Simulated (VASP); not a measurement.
Wanted: the native input for a VASP 6.6.1 run.

```
Task                   : single point
Functional             : PBE
Potentials or basis    : VASP PAW PBE potentials, release 64 (Ta_sv_GW, N)
Cutoff                 : 700 eV
k mesh                 : 4 × 4 × 6
Occupations            : gaussian, width 0.05 eV
Spin                   : collinear spin
Starting moments       : [0.0, 0.0, 0.02, 0.0, 0.0, 0.0] μB
Hubbard terms          : Ta d U = 6.0 eV
Dipole correction      : no
Further INCAR settings : ALGO = Normal; EDIFF = 1e-06; NBANDS = 40
```

The structure of TaN lies in POSCAR:

```
TaN
1.0
    5.1960001500      0.0000000000      0.0000000000
   -2.5980000800      4.4998681300      0.0000000000
    0.0000000000      0.0000000000      2.9109996000
Ta N
3 3
Direct
    0.3333333333      0.6666666667      0.5000000000
    0.6666666667      0.3333333333      0.5000000000
    0.0000000000      0.0000000000      0.0000000000
    0.3928500000      0.0000000000      0.0000000000
    0.6071500000      0.6071500000      0.0000000000
    0.0000000000      0.3928500000      0.0000000000
```

One way to write it, as run:

INCAR

```
SYSTEM = TaN
PREC     = Accurate       ! precision mode
ENCUT    = 700            ! plane-wave cutoff, eV
EDIFF    = 1E-6           ! SCF threshold, eV
ISMEAR   = 0              ! smearing method
SIGMA    = 0.05           ! smearing width, eV
LREAL    = .False.        ! projectors in reciprocal space
LASPH    = .True.         ! aspherical terms in the spheres
NELM     = 200            ! most SCF steps
ALGO     = Normal         ! electronic algorithm
ISIF     = 2              ! what is computed and relaxed
LWAVE    = .False.        ! write WAVECAR
LCHARG   = .False.        ! write CHGCAR
ISPIN    = 2              ! spin polarisation
MAGMOM   = 0 0 0.02 0 0 0 ! initial moments
LORBIT   = 11             ! projections on sites
LMAXMIX  = 4              ! l up to which the mixer works
LDAU     = .True.         ! DFT+U
LDAUTYPE = 2            
LDAUL    = 2 -1           ! shell
LDAUU    = 6 0            ! U, eV
LDAUJ    = 0 0          
LDAUPRINT= 1            
GGA      = PE             ! functional
NBANDS   = 40             ! bands
GGA_COMPAT= .False.
```

KPOINTS

```
regular mesh
0
Gamma
  4 4 6
  0 0 0
```

Potentials or basis: VASP PAW PBE potentials, release 64 (Ta_sv_GW, N).

The run is started by

```sh
$ cat potpaw_PBE.64/Ta_sv_GW/POTCAR potpaw_PBE.64/N/POTCAR > POTCAR
$ mpirun -np 1 vasp_std > vasp.out
```

It gave:

| Property | Result |
| --- | --- |
| Pressure | 24.4 GPa |
| Largest force | 0.452 eV/Å |
| Band gap on the k mesh | zero (filled and empty bands overlap) |
| Net moment | 0.00 μB per cell |
| Valence electrons inside the program's atomic spheres | Ta 11.40, 11.58 (each value once); N 3.83 |

Caveat: the cell stands under pressure; spin-orbit coupling is left out, which moves the levels of the heavy elements.

It took 97 s on 1 thread of Intel(R) Xeon(R) 6975P-C (Granite Rapids), with other jobs on the host, peak memory 0.35 GiB.
